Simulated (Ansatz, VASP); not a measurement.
One calculation of Yb, two programs

```
Yb
1.0
     3.87990    0.00000    0.00000
    -1.93995    3.36009    0.00000
     0.00000    0.00000    6.38590
Yb
2
Direct
  0.66667 0.33333 0.75000
  0.33333 0.66667 0.25000
```

Alike in both runs: task single point; functional PBEsol; k mesh 7 × 7 × 4; occupations fermi-dirac, width 0.05 eV; collinear spin; fixed moment 1.5 μB.

|  | VASP | Ansatz |
| --- | --- | --- |
| version | VASP 6.6.1 | Ansatz 0.2.0 |
| potentials or method | VASP PAW PBE potentials, release 64 (Yb) | Ansatz PAW |
| plane-wave cutoff (eV) | 520 | 420 |
| valence electrons in the cell | 48 | 48 |

```tsv
	VASP	Ansatz	Ansatz less VASP
pressure (GPa)	-3.4	-3.4	+0.03
traceless stress, the component that is largest in VASP (GPa)	-0.52	-0.51	+0.005
net moment per atom (μB)	0.75	0.75	0.000
size of the moment on the site where the two differ most (μB)	0.35	0.47	+0.126
```

VASP's potentials were made for PBE, not for PBEsol. Site moments also hang on the region over which each program counts them.

Spin-orbit coupling is off throughout.
